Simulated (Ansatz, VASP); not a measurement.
One calculation of Pb, two programs

The input INCAR:

```
PREC     = Accurate       # precision mode
ENCUT    = 520            # plane-wave cutoff, eV
EDIFF    = 1E-7           # SCF threshold, eV
ISMEAR   = -1             # smearing method
SIGMA    = 0.05           # smearing width, eV
LREAL    = F              # projectors in reciprocal space
LASPH    = T              # aspherical terms in the spheres
NELM     = 60             # most SCF steps
ALGO     = Normal         # electronic algorithm
ISIF     = 2              # what is computed and relaxed
LWAVE    = F              # write WAVECAR
LCHARG   = F              # write CHGCAR
GGA      = PS             # functional
NBANDS   = 21             # bands
```

File KPOINTS:

```
regular mesh
0
Gamma
  12 12 7
```

Contents of POSCAR:

```
Pb
1.0
    3.4800006906      0.0000000000      0.0000000000
   -1.7400003453      3.0137690032      0.0000000000
    0.0000000000      0.0000000000      5.4782000000
Pb
2
Direct
    0.3333333333      0.6666666667      0.2500000000
    0.6666666667      0.3333333333      0.7500000000
```

Input for Ansatz:

```yaml
crystal:
  lattice:
    - [3.4800006906, 0.0, 0.0]
    - [-1.7400003453, 3.0137690032, 0.0]
    - [0.0, 0.0, 5.4782]
  atoms:
    - { symbol: Pb, position: [0.3333333333, 0.6666666667, 0.25] }
    - { symbol: Pb, position: [0.6666666667, 0.3333333333, 0.75] }
kpoints:
  mp_grid: { grid: [12, 12, 7] }
  band_path:
    path:
      - [0.0, 0.0, 0.0]
      - [0.5, 0.0, 0.0]
      - [0.3333333333, 0.3333333333, 0.0]
      - [0.0, 0.0, 0.0]
      - [0.0, 0.0, 0.5]
      - [0.5, 0.0, 0.5]
      - [0.3333333333, 0.3333333333, 0.5]
      - [0.0, 0.0, 0.5]
      - [0.5, 0.0, 0.5]
    npoints: 5
scf:
  occupations: { method: fermi_dirac, width: 0.05 }
hamiltonian:
  xc: pbesol
  pseudopotentials: { kind: all_electron, lapw: { basis_error: 0.0005 } }
output:
  forces: true
  stress: true
  eigenvalues: true
```

Change from the starting cell: zz strain of -2 %.

Alike in both runs: task single point; functional PBEsol; k mesh 12 × 12 × 7; occupations fermi-dirac, width 0.05 eV; no spin polarisation.

```csv
,VASP,Ansatz
version,VASP 6.6.1,Ansatz 0.2.0
potentials or method,"VASP PAW PBE potentials, release 64 (Pb_d), cutoff 520 eV","all-electron LAPW, scalar-relativistic"
```

Ansatz gave:

| Quantity | Value |
| --- | --- |
| pressure (GPa) | 1.9 |
| traceless stress, the component that is largest in VASP (GPa) | 0.46 |

Which values does VASP return?

Pressure (GPa): 1.8; traceless stress, the component that is largest in VASP (GPa): 0.47.

VASP's potentials were made for PBE, not for PBEsol. Ansatz ran all-electron here, and VASP with PAW potentials.

Spin-orbit coupling is off throughout.
